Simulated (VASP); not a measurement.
# WS2 (R3m) in VASP: notebook

The runs below take WS2 through single point, with PBE.

Program: VASP 6.6.1. These are calculated values, not measurements. Logs are shortened: lines on timing, memory, paths and dates and some standing lists are left out, and cuts for length are marked.

### 1 The cell of the first run

Symmetry: R3m, No. 160, trigonal system. Conventional cell: a = 3.188 Å, b = 3.188 Å, c = 22.423 Å, α = 90.00°, β = 90.00°, γ = 120.00°. Within 3.2 Å of W (site symmetry 3m) lie 6 S at 2.42 Å and 6 W at 3.19 Å. Within 3.2 Å of S (site symmetry 3m) lie 3 W at 2.42 Å and 7 S at 3.14 to 3.19 Å. S (site symmetry 3m) has 3 W at 2.42 Å and 7 S at 3.14 to 3.19 Å within 3.2 Å.

### 2 Single point, PBE

Contents of INCAR:

```
SYSTEM = WS2
PREC = Accurate ; ENCUT = 520
EDIFF = 1E-6 ; ISMEAR = 0
SIGMA = 0.02 ; LREAL = .False.
LASPH = .True. ; NELM = 80
ALGO = Normal ; ISIF = 2
LWAVE = .False. ; LCHARG = .False.
GGA = PE ; NBANDS = 20
```

Contents of KPOINTS:

```
regular mesh
0
Gamma
  12 12 12
  0 0 0
```

Contents of POSCAR:

```
WS2
1.0
    1.5938736630      0.9202233884      7.4744493696
   -1.5938736630      0.9202233884      7.4744493696
    0.0000000000     -1.8404467768      7.4744493696
W S
1 2
Direct
    0.0006774491      0.0006774491      0.0006774491
    0.4040742703      0.4040742703      0.4040742703
    0.2639482806      0.2639482806      0.2639482806
```

Potentials or basis: VASP PAW PBE potentials, release 64 (W_sv, S).

Run with:

```bash
$ cat potpaw_PBE.64/W_sv/POTCAR potpaw_PBE.64/S/POTCAR > POTCAR
$ mpirun -np 1 vasp_std > vasp.out
```

OUTCAR:

```text
SYSTEM = WS2
   PREC = Accurate
   ENCUT = 520
   EDIFF = 1E-6
   ISMEAR = 0
   LREAL = .False.
   LASPH = .True.
   NELM = 80
   ISIF = 2
   GGA = PE

 ion  position               nearest neighbor table
   1  0.001  0.001  0.001-   3 2.42   3 2.42   3 2.42   2 2.42   2 2.42   2 2.42
   2  0.404  0.404  0.404-   1 2.42   1 2.42   1 2.42
   3  0.264  0.264  0.264-   1 2.42   1 2.42   1 2.42

  LATTYP: Found a trigonal (rhomboedric) cell.
 ALAT       =     7.6977034054
 COS(alpha) =     0.9142536905

  Lattice vectors:

 A1 = (   1.5938736630,   0.9202233884,   7.4744493696)
 A2 = (  -1.5938736630,   0.9202233884,   7.4744493696)
 A3 = (   0.0000000000,  -1.8404467768,   7.4744493696)

Analysis of symmetry for initial positions (statically):
=====================================================================
 Subroutine PRICEL returns:
 Original cell was already a primitive cell.

 Routine SETGRP: Setting up the symmetry group for a
 trigonal (rhombohedral) supercell.

 Subroutine GETGRP returns: Found  6 space group operations
 (whereof  6 operations were pure point group operations)
 out of a pool of 12 trial point group operations.

The static configuration has the point symmetry C_3v.

Analysis of symmetry for dynamics (positions and initial velocities):
=====================================================================
 Subroutine PRICEL returns:
 Original cell was already a primitive cell.

 Routine SETGRP: Setting up the symmetry group for a
 trigonal (rhombohedral) supercell.

 Subroutine GETGRP returns: Found  6 space group operations
 (whereof  6 operations were pure point group operations)
 out of a pool of 12 trial point group operations.

The dynamic configuration has the point symmetry C_3v.

 Subroutine INISYM returns: Found  6 space group operations
 (whereof  6 operations are pure point group operations),
 and found     1 'primitive' translations

----------------------------------------------------------------------------------------

                                     Primitive cell

  volume of cell :      65.7775

  direct lattice vectors                    reciprocal lattice vectors
[... 83 lines left out ...]
   ISPIN  =      1    spin polarized calculation?
   LNONCOLLINEAR =      F non collinear calculations
   LSORBIT =      F    spin-orbit coupling
   LASPH  =      T    aspherical Exc in radial PAW
   ENCUT  =  520.0 eV  38.22 Ry    6.18 a.u.  14.31 14.31 14.31*2*pi/ulx,y,z
   NELM   =     80;   NELMIN=  2; NELMDL= -5     # of ELM steps
   EDIFF  = 0.1E-05   stopping-criterion for ELM
   LREAL  =      F    real-space projection
   EDIFFG = 0.1E-04   stopping-criterion for IOM
   NSW    =      0    number of steps for IOM
   IBRION =     -1    ionic relax: 0-MD 1-quasi-New 2-CG
   NFREE  =      0    steps in history (QN), initial steepest desc. (CG)
   ISIF   =      2    stress and relaxation
   ISYM   =      2    0-nonsym 1-usesym 2-fastsym
   POTIM  = 0.5000    time-step for ionic-motion
   TEBEG  =    0.0;   TEEND  =   0.0 temperature during run
   PSTRESS=    0.0 pullay stress
   NELECT =      26.0000    total number of electrons
   NUPDOWN=      -1.0000    fix difference up-down
   EMIN   =  10.00;   EMAX   =-10.00  energy-range for DOS
   EFERMI =   0.00;   METHOD = LEGACY
   ISMEAR =     0;   SIGMA  =   0.02  broadening in eV -4-tet -1-fermi 0-gaus
   EFERMI_NEDOS =   21; number of points for ismear=-14 and -15
   IALGO  =     38    algorithm
   IMIX   =      4    mixing-type and parameters
     AMIX     =   0.40;   BMIX     =  1.00
     AMIX_MAG =   1.60;   BMIX_MAG =  1.00
  volume/ion in A,a.u.               =      21.93       147.96
  Fermi-wavevector in a.u.,A,eV,Ry     =   1.201453  2.270417 19.639860  1.443489
  Thomas-Fermi vector in A             =   2.337261
   LORBIT       =      0    0 simple, 1 ext, 2 COOP (PROOUT), +10 PAW based schemes
   GGA     = PE    functional components
   LHFCALC =     F    Hartree Fock is set to
   AEXX    =    0.0000 exact exchange contribution
   IVDW    =     0    specifies the selected vdW correction
   LEPSILON=     F    determine dielectric tensor
   LRPA    =     F    only Hartree local field effects (RPA)
 non-spin polarized calculation
 Gauss-broadening in eV      SIGMA  =   0.02
  energy-cutoff  :      520.00
  volume of cell :       65.78
 maximum number of plane-waves:      1791
 NGX is ok and might be reduce to    60
   NGX = 29   NGY = 29   NGZ = 29

 number of electron      26.0000000 magnetization

 Free energy of the ion-electron system (eV)
  ---------------------------------------------------
  ext. energy  EPLUGINS =         0.00000000
  ---------------------------------------------------
  free energy    TOTEN  =       -23.68177796 eV

  energy without entropy =      -23.68177796  energy(sigma->0) =      -23.68177796

 E-fermi :   4.8702     XC(G=0):  -9.4568

 val. band max:        4.6194076196   @ k =   0.5000   0.5000   0.5000
 cond. band min:       6.2684580633   @ k =  -0.3333   0.3333   0.0000
 fundamental gap:      1.6490504437
 Fermi energy:         4.8701641673

 k-point     1 :       0.0000    0.0000    0.0000
  band No.  band energies     occupation
      1     -69.5858      2.00000
      2     -33.8140      2.00000
      3     -33.6699      2.00000
      4     -33.6699      2.00000
      5     -10.2680      2.00000
      6      -8.6308      2.00000
[... 541 lines left out ...]
     19      12.9545      0.00000
     20      13.4963      0.00000

 [... further k-points ...]

------------------------ aborting loop because EDIFF is reached ----------------------------------------

  FORCE on cell =-STRESS in cart. coord.  units (eV):
  Direction    XX          YY          ZZ          XY          YZ          ZX
  --------------------------------------------------------------------------------------
  -------------------------------------------------------------------------------------
  Total       -0.0121816     -0.0121816     -0.0176279      0.0000000      0.0000000      0.0000000
  in kB       -0.2967132     -0.2967132     -0.4293724      0.0000000      0.0000000      0.0000000
  external PRESSURE =      -0.3409329 kB  Pullay stress =       0.0000000 kB

 VOLUME and BASIS-vectors are now :
 -----------------------------------------------------------------------------
  energy-cutoff  :      520.00
  volume of cell :       65.78
      direct lattice vectors                 reciprocal lattice vectors
     1.593873663  0.920223388  7.474449370     0.313701149  0.181115443  0.044596373
    -1.593873663  0.920223388  7.474449370    -0.313701149  0.181115443  0.044596373
     0.000000000 -1.840446777  7.474449370     0.000000000 -0.362230886  0.044596373

 POSITION                                       TOTAL-FORCE (eV/Angst)
 -----------------------------------------------------------------------------------
      0.00000      0.00000      0.01519         0.000000      0.000000      0.000084
      0.00000      0.00000      9.06070         0.000000     -0.000000      0.003644
      0.00000      0.00000      5.91860         0.000000      0.000000     -0.003728
 -----------------------------------------------------------------------------------
    total drift:                               -0.000000      0.000000     -0.000023

  FREE ENERGIE OF THE ION-ELECTRON SYSTEM (eV)
  ---------------------------------------------------
  free  energy   TOTEN  =       -23.6817779607 eV

  energy  without entropy=      -23.6817779607  energy(sigma->0) =      -23.68177796
```

OSZICAR:

```text
N       E                     dE             d eps       ncg     rms          rms(c)
DAV:   1     0.201944687879E+03    0.20194E+03   -0.12819E+04  7568   0.125E+03
DAV:   2    -0.139658710076E+02   -0.21591E+03   -0.20884E+03  9120   0.332E+02
DAV:   3    -0.249055515842E+02   -0.10940E+02   -0.10830E+02  9584   0.708E+01
DAV:   4    -0.250907640605E+02   -0.18521E+00   -0.18508E+00  9364   0.100E+01
DAV:   5    -0.250949016378E+02   -0.41376E-02   -0.41374E-02  9568   0.153E+00    0.259E+01
DAV:   6    -0.238725258431E+02    0.12224E+01   -0.67437E+00  8324   0.173E+01    0.106E+01
DAV:   7    -0.237336335455E+02    0.13889E+00   -0.14489E+00  8344   0.676E+00    0.540E+00
DAV:   8    -0.236827420598E+02    0.50891E-01   -0.26867E-01  9064   0.348E+00    0.106E+00
DAV:   9    -0.236820026616E+02    0.73940E-03   -0.11956E-02  9256   0.742E-01    0.517E-01
DAV:  10    -0.236817842445E+02    0.21842E-03   -0.43316E-03  8980   0.447E-01    0.905E-02
DAV:  11    -0.236817403388E+02    0.43906E-04   -0.56228E-04  8740   0.158E-01    0.596E-02
DAV:  12    -0.236817755458E+02   -0.35207E-04   -0.11831E-04  8308   0.808E-02    0.204E-02
DAV:  13    -0.236817773880E+02   -0.18422E-05   -0.37253E-05  8204   0.439E-02    0.602E-03
DAV:  14    -0.236817779607E+02   -0.57271E-06   -0.30455E-06  8444   0.110E-02
   1 F= -.23681778E+02 E0= -.23681778E+02  d E =-.350810E-73
```

stdout:

```text
POSCAR found type information on POSCAR W S
 POSCAR found :  2 types and       3 ions
 scaLAPACK will be used
 LDA part: xc-table for (Slater+PW92), standard interpolation
 POSCAR, INCAR and KPOINTS ok, starting setup
 FFT: planning ... GRIDC
 FFT: planning ... GRID_SOFT
 FFT: planning ... GRID
 WAVECAR not read
 entering main loop
```

Run time: 6 min. Hardware: 1 thread of Intel Xeon 6975P-C (Granite Rapids), shared host; peak memory 0.63 GiB.

Results:

```yaml
Free_energy: -23.6818 eV
Pressure: 0.0 GPa
Largest_force: 0.004 eV/Å
Band_gap_on_the_k_mesh: 1.65 eV (least direct gap 1.81 eV)
```

Forces on the atoms (eV/Å):
```
W    0.000  0.000  0.000
S    0.000  0.000  0.004
S    0.000  0.000 -0.004
```

Caveat: spin-orbit coupling is left out, which moves the levels of the heavy elements.

### 3 Single point, PBE

Contents of INCAR:

```
PREC     = Accurate       # precision mode
ENCUT    = 520            # plane-wave cutoff, eV
EDIFF    = 1E-6           # SCF threshold, eV
ISMEAR   = 0              # smearing method
SIGMA    = 0.01           # smearing width, eV
LREAL    = False          # projectors in reciprocal space
LASPH    = True           # aspherical terms in the spheres
NELM     = 100            # most SCF steps
ALGO     = Normal         # electronic algorithm
ISIF     = 2              # what is computed and relaxed
LWAVE    = False          # write WAVECAR
LCHARG   = False          # write CHGCAR
GGA      = PE             # functional
NBANDS   = 20             # bands
```

Contents of KPOINTS:

```
regular mesh
0
Gamma
  12 12 12
```

POSCAR is that of step 2.

Potentials or basis: VASP PAW PBE potentials, release 64 (W_sv, S).

Run with:

```bash
$ cat potpaw_PBE.64/W_sv/POTCAR potpaw_PBE.64/S/POTCAR > POTCAR
$ mpirun -np 1 vasp_std > vasp.out
```

Wall time 6.1 min (1 thread of Intel Xeon 6975P-C (Granite Rapids), shared host); peak memory 0.63 GiB.

Results (log left out):

```
Free energy            : -23.6818 eV
Pressure               : 0.0 GPa
Largest force          : 0.004 eV/Å
Band gap on the k mesh : 1.65 eV (least direct gap 1.81 eV)
```

Forces on the atoms (eV/Å):
```
W    0.000  0.000  0.000
S    0.000  0.000  0.004
S    0.000  0.000 -0.004
```

Levels at points of the mesh, in eV from the valence-band top:
```
           k point  band 9  band 10  band 11  band 12  band 13  band 14  band 15  band 16  band 17  band 18
(0.00, 0.00, 0.00)   -3.00    -2.00    -1.78    -1.78    -0.40     2.70     2.70     2.86     2.86     4.86
(0.50, 0.00, 0.00)   -4.59    -3.56    -2.26    -1.44    -1.11     2.67     3.10     3.94     4.51     4.84
(0.50, 0.50, 0.00)   -4.55    -3.55    -2.35    -1.45    -1.07     2.67     3.13     3.80     4.55     5.06
(0.50, 0.50, 0.50)   -3.00    -2.53    -1.78    -1.78     0.00     2.71     2.71     2.85     2.85     5.22
```

Caveat: spin-orbit coupling is left out, which moves the levels of the heavy elements.

(Part 1 of 2 ends here.)
